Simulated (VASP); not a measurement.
Write the native input for VASP 6.6.1 that does the following.

```
Task                   : single point
Functional             : LDA
Potentials or basis    : VASP PAW LDA potentials, release 64 (Sn_d, O)
Cutoff                 : 520 eV
k mesh                 : 8 × 8 × 8
Occupations            : gaussian, width 0.01 eV
Spin                   : no spin polarisation
Dipole correction      : no
Further INCAR settings : ALGO = Normal; EDIFF = 1e-06; NBANDS = 35
```

The structure of SnO2 lies in POSCAR:

```
SnO2
1.0
   -2.0000690000      2.0000690000      5.1236790000
    2.0000690000     -2.0000690000      5.1236790000
    2.0000690000      2.0000690000     -5.1236790000
Sn O
2 4
Direct
    0.7500000000      0.2500000000      0.5000000000
    0.0000000000      0.0000000000      0.0000000000
    0.7965230000      0.7965230000      0.0000000000
    0.9534770000      0.4534770000      0.5000000000
    0.2034770000      0.2034770000      0.0000000000
    0.5465230000      0.0465230000      0.5000000000
```

The input as run:

INCAR

```
SYSTEM = SnO2
PREC = Accurate
ENCUT = 520
EDIFF = 1E-6
ISMEAR = 0
SIGMA = 0.01
LREAL = .FALSE.
LASPH = .TRUE.
NELM = 60
ALGO = Normal
ISIF = 2
LWAVE = .FALSE.
LCHARG = .FALSE.
GGA = CA
NBANDS = 35
```

KPOINTS

```
regular mesh
0
G
  8 8 8
  0 0 0
```

Potentials or basis: VASP PAW LDA potentials, release 64 (Sn_d, O).

The run is started by

```bash
$ cat potpaw_LDA.64/Sn_d/POTCAR potpaw_LDA.64/O/POTCAR > POTCAR
$ mpirun -np 1 vasp_std > vasp.out
```

Results of the run:

- Pressure: -3.0 GPa
- Largest force: 0.158 eV/Å
- Band gap on the k mesh: 1.52 eV (least direct gap 1.91 eV)

Caveat: the cell stands under tension; spin-orbit coupling is left out, which moves the levels of the heavy elements.

Wall time 5.3 min on 1 thread of Intel(R) Xeon(R) Platinum 8259CL CPU @ 2.50GHz (Skylake/Cascade Lake), with other jobs on the host, peak memory 0.33 GiB.
